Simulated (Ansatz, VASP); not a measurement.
# Two plane-wave programs on AlAs

```
Al As
1.0
     0.00000    2.83790    2.83790
     2.83790    0.00000    2.83790
     2.83790    2.83790    0.00000
Al As
1 1
Cartesian
  3.4310 1.9780 3.0649
  7.6879 6.2349 7.3218
```

Alike in both runs: task single point; functional PBE; k mesh 4 × 4 × 4; occupations gaussian, width 0.1 eV; no spin polarisation.

|  | VASP | Ansatz |
| --- | --- | --- |
| version | VASP 6.6.1 | Ansatz 0.2.0 |
| potentials or method | VASP PAW PBE potentials, release 64 (Al, As), cutoff 500 eV | scalar-relativistic, plane waves, PAW |
| valence electrons in the cell | 8 | 18 |

|  | VASP | Ansatz | Ansatz less VASP |
| --- | --- | --- | --- |
| gap on the k mesh at the Fermi level (eV) | 1.42 | 1.43 | +0.010 |
| least direct gap on the mesh (eV) | 1.99 | 1.98 | -0.007 |
| pressure (GPa) | 2.4 | 2.3 | -0.19 |

With one functional, cell and mesh, what is left measures potentials, basis and numerics. VASP's potentials hold 8 valence electrons a cell and Ansatz's 18, so a difference there can come from the potentials and not from the codes.

The k mesh is coarse, so the values compare programs but aren't converged.
